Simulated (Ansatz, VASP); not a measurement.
## KCl in VASP and in Ansatz

Contents of INCAR:

```
SYSTEM = KCl
  PREC = Accurate
  ENCUT = 500
  EDIFF = 1E-6
  ISMEAR = 0
  SIGMA = 0.05
  LREAL = .FALSE.
  LASPH = .TRUE.
  NELM = 120
  ALGO = Normal
  ISIF = 2
  LWAVE = .FALSE.
  LCHARG = .TRUE.
  GGA = PS
  LELF = .TRUE.
  LVHAR = .TRUE.
  NBANDS = 15
  GGA_COMPAT = .FALSE.
```

Contents of KPOINTS:

```
regular mesh
0
G
  8 8 8
  0 0 0
```

Contents of POSCAR:

```
KCl
1.0
    3.7864228086      0.0000000000      0.0000000000
    0.0000000000      3.7864228086      0.0000000000
    0.0000000000      0.0000000000      3.7864228086
K Cl
1 1
Direct
    0.0000000000      0.0000000000      0.0000000000
    0.5000000000      0.5000000000      0.5000000000
```

Input for Ansatz:

```yaml
crystal:
  lattice:
    - [3.7864228086, 0.0, 0.0]
    - [0.0, 3.7864228086, 0.0]
    - [0.0, 0.0, 3.7864228086]
  atoms:
    - { symbol: K, position: [0.0, 0.0, 0.0] }
    - { symbol: Cl, position: [0.5, 0.5, 0.5] }
basis:
  ecutwfc: 420
  ecutrho_ratio: 4
kpoints:
  mp_grid: { grid: [8, 8, 8] }
hamiltonian:
  xc: pbesol
scf:
  occupations: { method: gaussian, width: 0.05 }
output:
  forces: true
  stress: true
  eigenvalues: true
```

Alike in both runs: task single point; functional PBEsol; k mesh 8 × 8 × 8; occupations gaussian, width 0.05 eV; no spin polarisation.

|  | VASP | Ansatz |
| --- | --- | --- |
| version | VASP 6.6.1 | Ansatz 0.2.0 |
| potentials or method | VASP PAW PBE potentials, release 64 (K_sv, Cl), cutoff 500 eV | scalar-relativistic, plane waves, PAW |
| valence electrons in the cell | 16 | 16 |

|  | VASP | Ansatz | Ansatz less VASP |
| --- | --- | --- | --- |
| gap on the k mesh at the Fermi level (eV) | 4.79 | 4.79 | +0.004 |
| least direct gap on the mesh (eV) | 5.00 | 5.01 | +0.003 |
| pressure (GPa) | -0.7 | -0.8 | -0.02 |

VASP's potentials were made for PBE, not for PBEsol. With one functional, cell and mesh, what is left measures potentials, basis and numerics.
